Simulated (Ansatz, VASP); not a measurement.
One calculation of KCdF3, two programs

```
K Cd F
1.0
     4.46973    0.00000    0.00000
     0.00000    4.46973    0.00000
     0.00000    0.00000    4.38209
K Cd F
1 1 3
Cartesian
  0.0000 0.0000 0.0000
  2.2349 2.2349 2.1910
  0.0000 2.2349 2.1910
  2.2349 0.0000 2.1910
  2.2349 2.2349 0.0000
```

Change from the starting cell: strain +0.0200 x Voigt [1, 1, 0, 0, 0, 0], atoms carried along.

Alike in both runs: task single point; functional LDA; k mesh 6 × 6 × 6; occupations gaussian, width 0.05 eV; no spin polarisation.

|  | VASP | Ansatz |
| --- | --- | --- |
| version | VASP 6.6.1 | Ansatz 0.2.0 |
| potentials or method | VASP PAW LDA potentials, release 64 (K_sv, Cd, F), cutoff 520 eV | scalar-relativistic, plane waves, PAW |
| valence electrons in the cell | 42 | 50 |

```csv
,VASP,Ansatz,Ansatz less VASP
gap on the k mesh at the Fermi level (eV),2.73,2.74,+0.009
least direct gap on the mesh (eV),4.32,4.34,+0.020
pressure (GPa),-5.0,-5.5,-0.53
"traceless stress, the component that is largest in VASP (GPa)",0.99,0.90,-0.088
```

LDA's correlation is that of Perdew and Zunger in VASP and of Perdew and Wang (1992) in Ansatz. VASP's potentials hold 42 valence electrons a cell and Ansatz's 50, so a difference there can come from the potentials and not from the codes.
